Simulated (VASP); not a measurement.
# Be2S3 in VASP: a series of runs, part 2 of 3

VASP 6.6.1.

**3. Relaxation of cell and atoms, PBE**

This run uses another cell than the first one: it holds 5 atoms, not 10.

File INCAR:

```
SYSTEM = Be2S3
ALGO = Normal
EDIFF = 1E-6
EDIFFG = -0.08
ENCUT = 600
GGA = PE
IBRION = 2
ISIF = 3
ISMEAR = 0
LASPH = .TRUE.
LCHARG = .FALSE.
LREAL = .FALSE.
LWAVE = .FALSE.
NELM = 60
NSW = 36
PREC = Accurate
SIGMA = 0.2
```

File KPOINTS:

```
k-points
0
G
  5 5 3
  0 0 0
```

File POSCAR:

```
Be2S3
1.0
    2.4350000000     -2.4350000000      0.0000000000
    2.4350000000      2.4350000000      0.0000000000
   -1.3960355100      0.0000000000      6.2971092500
Be S
2 3
Direct
    0.4450000000      0.9450000000      0.8100000000
    0.0550000000      0.5550000000      0.1900000000
    0.3900000000      0.3900000000      0.6190000000
    0.6100000000      0.6100000000      0.3810000000
    0.0000000000      0.0000000000      0.0000000000
```

Potentials or basis: VASP PAW PBE potentials, release 64 (Be, S).

The run is started by

```console
> cat potpaw_PBE.64/Be/POTCAR potpaw_PBE.64/S/POTCAR > POTCAR
> mpirun -np 1 vasp_std > vasp.out
```

OUTCAR:

```text
SYSTEM = Be2S3
   EDIFF = 1E-6
   EDIFFG = -0.08
   ENCUT = 600
   GGA = PE
   IBRION = 2
   ISIF = 3
   ISMEAR = 0
   LASPH = .TRUE.
   LREAL = .FALSE.
   NELM = 60
   NSW = 36
   PREC = Accurate

 ion  position               nearest neighbor table
   1  0.445  0.945  0.810-   5 2.10   5 2.10   3 2.10   3 2.10
   2  0.055  0.555  0.190-   5 2.10   5 2.10   4 2.10   4 2.10
   3  0.390  0.390  0.619-   4 2.05   1 2.10   1 2.10
   4  0.610  0.610  0.381-   3 2.05   2 2.10   2 2.10
   5  0.000  0.000  0.000-   1 2.10   2 2.10   2 2.10   1 2.10

  LATTYP: Found a base centered monoclinic cell.
 ALAT       =     4.8700000000
 B/A-ratio  =     1.0000000000
 C/A-ratio  =     1.3244353191
 COS(beta)  =    -0.2164396138

  Lattice vectors:

 A1 = (   2.4350000000,  -2.4350000000,   0.0000000000)
[... 301 lines left out ...]

 number of electron      22.0000000 magnetization

------------------------ aborting loop because EDIFF is reached ----------------------------------------
[... 73 lines left out ...]
--------------------------------------- Ionic step       15  -------------------------------------------

 number of electron      22.0000000 magnetization

 Free energy of the ion-electron system (eV)
  ---------------------------------------------------
  ext. energy  EPLUGINS =         0.00000000
  ---------------------------------------------------
  free energy    TOTEN  =       -23.11905172 eV

  energy without entropy =      -23.11905172  energy(sigma->0) =      -23.11905172

 E-fermi :   4.8922     XC(G=0):  -9.5605

 val. band max:        4.0236514820   @ k =   0.4000   0.0000   0.0000
 cond. band min:       5.8719738382   @ k =   0.4000   0.4000   0.3333
 fundamental gap:      1.8483223562
 Fermi energy:         4.8922112337

 k-point     1 :       0.0000    0.0000    0.0000
  band No.  band energies     occupation
      1     -10.7952      2.00000
      2      -8.7109      2.00000
      3      -7.1414      2.00000
      4      -0.4646      2.00000
      5       0.6950      2.00000
      6       1.2902      2.00000
      7       1.3411      2.00000
      8       2.6871      2.00000
      9       2.7485      2.00000
     10       3.4706      2.00000
     11       3.4774      2.00000
     12       7.4411      0.00000
     13       8.0717      0.00000
     14       8.6502      0.00000
[... 445 lines left out ...]
  FREE ENERGIE OF THE ION-ELECTRON SYSTEM (eV)
  ---------------------------------------------------
  free  energy   TOTEN  =       -23.1190517233 eV

  energy  without entropy=      -23.1190517233  energy(sigma->0) =      -23.11905172

 reached required accuracy - stopping structural energy minimisation
```

CONTCAR:

```text
Be2S3
   1.00000000000000
     2.3267604977806933   -2.6238155364829581    0.1847131417899377
     2.3267604977806933    2.6238155364829581    0.1847131417899377
    -0.8616130701165614    0.0000000000000000    6.4453570614705429
  Be              S
     2     3
Direct
     0.4931876061386558    0.9457873184613854    0.8098071052550990
     0.0542126815386146    0.5068123938613442    0.1901928947449013
     0.3730949817636634    0.4276831490425523    0.6407895066040885
     0.5723168509574477    0.6269050182363367    0.3592104933959113
     0.0071878796016186    0.9928121203983814    0.0000000000000000

  0.00000000E+00  0.00000000E+00  0.00000000E+00
  0.00000000E+00  0.00000000E+00  0.00000000E+00
  0.00000000E+00  0.00000000E+00  0.00000000E+00
  0.00000000E+00  0.00000000E+00  0.00000000E+00
  0.00000000E+00  0.00000000E+00  0.00000000E+00
```

Wall time 5.5 min (1 thread of Intel Xeon Platinum 8259CL at 2.50GHz (Skylake/Cascade Lake), shared host); peak memory 0.2 GiB.

What came out:

| Item | Value |
| --- | --- |
| Free energy | -23.1191 eV |
| Relaxed volume | 15.91 Å³/atom |
| Relaxed cell | a = 3.512 Å, b = 3.512 Å, c = 6.503 Å, α = 92.04°, β = 92.04°, γ = 96.69° |
| Space group after relaxing (to 0.1 Å) | C2 (No. 5) |
| Energy gained by relaxing | 140.4 meV/atom |
| Ionic steps | 15 |
| Pressure after relaxing | 0.0 GPa |
| Largest force after relaxing | 0.072 eV/Å |
| Band gap on the k mesh | 1.85 eV (least direct gap 2.50 eV) |

Forces in eV/Å, atoms in the order of the input:
```
Be   0.021 -0.016  0.045
Be  -0.021 -0.016 -0.045
S    0.021 -0.011  0.068
S   -0.021 -0.011 -0.068
S    0.000  0.054  0.000
```

Step by step:
```tsv
step	energy change (eV)	largest force (eV/Å)	pressure (GPa)	volume (Å³)
1	0.0000	1.1038	4.89	74.67
2	-0.3614	0.6334	-0.55	79.64
3	-0.4551	0.3389	-3.91	83.75
4	-0.6035	0.9793	-0.51	80.99
5	-0.6038	0.9316	-0.67	81.10
6	-0.6630	0.3622	0.52	78.99
7	-0.6642	0.3734	0.31	79.26
8	-0.6796	0.1919	-0.12	79.46
9	-0.6824	0.2214	-0.36	79.59
10	-0.6912	0.1564	0.11	79.17
11	-0.6927	0.1921	0.42	78.92
12	-0.6989	0.0806	0.06	79.30
13	-0.7001	0.0922	-0.18	79.56
14	-0.7007	0.1778	0.16	79.51
15	-0.7019	0.0721	0.00	79.53
```

Final structure:
```cif
data_structure
_symmetry_space_group_name_H-M 'P 1'
_symmetry_Int_Tables_number 1
_cell_length_a 3.5117
_cell_length_b 3.5117
_cell_length_c 6.5027
_cell_angle_alpha 92.043
_cell_angle_beta 92.043
_cell_angle_gamma 96.689
_cell_volume 79.53
loop_
_atom_site_label
_atom_site_type_symbol
_atom_site_fract_x
_atom_site_fract_y
_atom_site_fract_z
_atom_site_occupancy
Be1 Be 0.49319 0.94579 0.80981 1
Be2 Be 0.05421 0.50681 0.19019 1
S1 S 0.37310 0.42768 0.64079 1
S2 S 0.57232 0.62691 0.35921 1
S3 S 0.00719 0.99281 0.00000 1
```

Caveat: the relaxation stopped at a loose force limit of 0.08 eV/Å, so its end isn't a converged minimum. A k mesh can miss the band edges.

**4. Single point, PBE (15.06 Å³/atom)**

File INCAR:

```
PREC     = Accurate       # precision mode
ENCUT    = 520            # plane-wave cutoff, eV
EDIFF    = 1E-6           # SCF threshold, eV
ISMEAR   = 0              # smearing method
SIGMA    = 0.02           # smearing width, eV
LREAL    = F              # projectors in reciprocal space
LASPH    = T              # aspherical terms in the spheres
NELM     = 80             # most SCF steps
ALGO     = Normal         # electronic algorithm
ISIF     = 2              # what is computed and relaxed
LWAVE    = F              # write WAVECAR
LCHARG   = T              # write CHGCAR
GGA      = PE             # functional
LELF     = T              # ELF
LVHAR    = T            
NBANDS   = 19             # bands
```

File KPOINTS:

```
Automatic mesh
0
Gamma
  8 8 4
```

File POSCAR:

```
Be2S3
1.0
    2.2667207890     -2.5937021954     -0.0046084607
    2.2667207890      2.5937021954     -0.0046084607
   -0.3519450692      0.0000000000      6.4027130822
Be S
2 3
Direct
    0.4925462942      0.9428038966      0.8098069690
    0.0571961034      0.5074537058      0.1901930310
    0.3633766428      0.4188869422      0.6400792460
    0.5811130578      0.6366233572      0.3599207540
    0.0057679019      0.9942320981      0.0000000000
```

Potentials or basis: VASP PAW PBE potentials, release 64 (Be, S).

The run is started by

```console
> cat potpaw_PBE.64/Be/POTCAR potpaw_PBE.64/S/POTCAR > POTCAR
> mpirun -np 1 vasp_std > vasp.out
```

OUTCAR:

```text
PREC = Accurate
   ENCUT = 520
   EDIFF = 1E-6
   ISMEAR = 0
   LREAL = F
   LASPH = T
   NELM = 80
   ISIF = 2
   GGA = PE

 ion  position               nearest neighbor table
   1  0.493  0.943  0.810-   3 2.06   3 2.09   5 2.09   5 2.13
   2  0.057  0.507  0.190-   4 2.06   4 2.09   5 2.09   5 2.13
   3  0.363  0.419  0.640-   1 2.06   1 2.09   4 2.10
   4  0.581  0.637  0.360-   2 2.06   2 2.09   3 2.10
   5  0.006  0.994  0.000-   2 2.09   1 2.09   2 2.13   1 2.13

  LATTYP: Found a base centered monoclinic cell.
 ALAT       =     4.5334509474
 B/A-ratio  =     1.1442506936
 C/A-ratio  =     1.4144585967
 COS(beta)  =    -0.0569151735

  Lattice vectors:

 A1 = (   2.2667207890,  -2.5937021954,  -0.0046084607)
 A2 = (   2.2667207890,   2.5937021954,  -0.0046084607)
 A3 = (  -0.3519450692,   0.0000000000,   6.4027130822)

Analysis of symmetry for initial positions (statically):
=====================================================================
 Subroutine PRICEL returns:
 Original cell was already a primitive cell.
[... 176 lines left out ...]

 E-fermi :   4.8077     XC(G=0):  -9.8139

 val. band max:        4.6940699330   @ k =   0.2500   0.1250   0.2500
 cond. band min:       6.0477430625   @ k =   0.5000   0.5000   0.5000
 fundamental gap:      1.3536731295
 Fermi energy:         4.8077202865

 k-point     1 :       0.0000    0.0000    0.0000
  band No.  band energies     occupation
      1     -10.4749      2.00000
      2      -8.3872      2.00000
      3      -6.7650      2.00000
      4       0.0818      2.00000
      5       1.1357      2.00000
      6       1.7690      2.00000
[... 505 lines left out ...]
      6       0.8532      2.00000
[... 11 lines left out ...]
     18      12.3512      0.00000
     19      12.7370      0.00000

 [... further k-points ...]

------------------------ aborting loop because EDIFF is reached ----------------------------------------

  FORCE on cell =-STRESS in cart. coord.  units (eV):
  Direction    XX          YY          ZZ          XY          YZ          ZX
  --------------------------------------------------------------------------------------
  -------------------------------------------------------------------------------------
  Total        1.9020654      1.9750708      1.8010665      0.0000000      0.0000000      0.0883467
  in kB       40.4829734     42.0367972     38.3333426      0.0000000      0.0000000      1.8803444
  external PRESSURE =      40.2843711 kB  Pullay stress =       0.0000000 kB

 VOLUME and BASIS-vectors are now :
 -----------------------------------------------------------------------------
  energy-cutoff  :      520.00
  volume of cell :       75.28
      direct lattice vectors                 reciprocal lattice vectors
     2.266720789 -2.593702195 -0.004608461     0.220607622 -0.192774637  0.012126385
     2.266720789  2.593702195 -0.004608461     0.220607622  0.192774637  0.012126385
    -0.351945069  0.000000000  6.402713082     0.000317572  0.000000000  0.156201247

 POSITION                                       TOTAL-FORCE (eV/Angst)
 -----------------------------------------------------------------------------------
      2.96853      1.16783      5.17835         0.002111     -0.003227      0.007248
      1.21297      1.16783      1.21515        -0.002111     -0.003227     -0.007248
      1.54790      0.14398      4.09464         0.048293      0.004104     -0.089725
      2.63360      0.14398      2.29886        -0.048293      0.004104      0.089725
      2.26672      2.56378     -0.00461         0.000000     -0.001754     -0.000000
 -----------------------------------------------------------------------------------
    total drift:                               -0.000000      0.000063     -0.000000

  FREE ENERGIE OF THE ION-ELECTRON SYSTEM (eV)
  ---------------------------------------------------
  free  energy   TOTEN  =       -23.0641124704 eV

  energy  without entropy=      -23.0641124704  energy(sigma->0) =      -23.06411247
```

OSZICAR:

```text
N       E                     dE             d eps       ncg     rms          rms(c)
DAV:   1     0.810520237634E+02    0.81052E+02   -0.94858E+03  2964   0.988E+02
DAV:   2    -0.174383456551E+02   -0.98490E+02   -0.94237E+02  3852   0.179E+02
DAV:   3    -0.234251420677E+02   -0.59868E+01   -0.59513E+01  3935   0.471E+01
DAV:   4    -0.234952279649E+02   -0.70086E-01   -0.70002E-01  4056   0.579E+00
DAV:   5    -0.234963127326E+02   -0.10848E-02   -0.10846E-02  4011   0.733E-01    0.130E+01
DAV:   6    -0.231554719797E+02    0.34084E+00   -0.27436E-01  3764   0.316E+00    0.817E+00
DAV:   7    -0.230671963913E+02    0.88276E-01   -0.45145E-01  3967   0.367E+00    0.116E+00
DAV:   8    -0.230643410288E+02    0.28554E-02   -0.43021E-02  3627   0.134E+00    0.587E-01
DAV:   9    -0.230639329361E+02    0.40809E-03   -0.53611E-03  3470   0.434E-01    0.227E-01
DAV:  10    -0.230640664216E+02   -0.13349E-03   -0.67785E-04  3812   0.156E-01    0.393E-02
DAV:  11    -0.230640967060E+02   -0.30284E-04   -0.71872E-05  4017   0.485E-02    0.256E-02
DAV:  12    -0.230641042214E+02   -0.75153E-05   -0.43984E-06  3730   0.132E-02    0.100E-02
DAV:  13    -0.230641123737E+02   -0.81524E-05   -0.94493E-06  3378   0.194E-02    0.326E-03
DAV:  14    -0.230641124704E+02   -0.96616E-07   -0.19636E-07  2515   0.313E-03
   1 F= -.23064112E+02 E0= -.23064112E+02  d E =-.166905E-17
```

Run time: 79 s. Hardware: 1 thread of Intel Xeon Platinum 8259CL at 2.50GHz (Skylake/Cascade Lake), shared host; peak memory 0.23 GiB.

Results:

```
Free energy            : -23.0641 eV
Pressure               : 4.0 GPa
Largest force          : 0.102 eV/Å
Band gap on the k mesh : 1.35 eV (least direct gap 2.24 eV)
```

Forces on the atoms (eV/Å):
```
Be   0.002 -0.003  0.007
Be  -0.002 -0.003 -0.007
S    0.048  0.004 -0.090
S   -0.048  0.004  0.090
S    0.000 -0.002  0.000
```

Levels at points of the mesh, in eV from the valence-band top:
| k point | band 8 | band 9 | band 10 | band 11 | band 12 | band 13 | band 14 | band 15 |
| --- | --- | --- | --- | --- | --- | --- | --- | --- |
| (0.00, 0.00, 0.00) | -1.50 | -1.41 | -0.72 | -0.71 | 3.42 | 4.11 | 4.50 | 4.98 |
| (0.50, 0.00, 0.00) | -2.10 | -1.59 | -0.72 | -0.05 | 2.19 | 4.54 | 5.59 | 5.85 |
| (0.50, 0.50, 0.00) | -3.84 | -3.49 | -2.19 | -2.17 | 3.02 | 3.15 | 4.81 | 6.70 |
| (0.00, 0.00, 0.50) | -1.92 | -1.13 | -0.38 | -0.32 | 2.20 | 3.56 | 4.53 | 4.90 |
| (0.50, 0.00, 0.50) | -2.26 | -2.10 | -1.64 | -0.29 | 3.69 | 4.93 | 5.17 | 6.43 |
| (0.50, 0.50, 0.50) | -3.90 | -3.10 | -1.65 | -1.28 | 1.35 | 3.38 | 4.46 | 5.23 |

Caveat: the cell stands under pressure. A k mesh can miss the band edges.

(Part 2 of 3 ends here.)
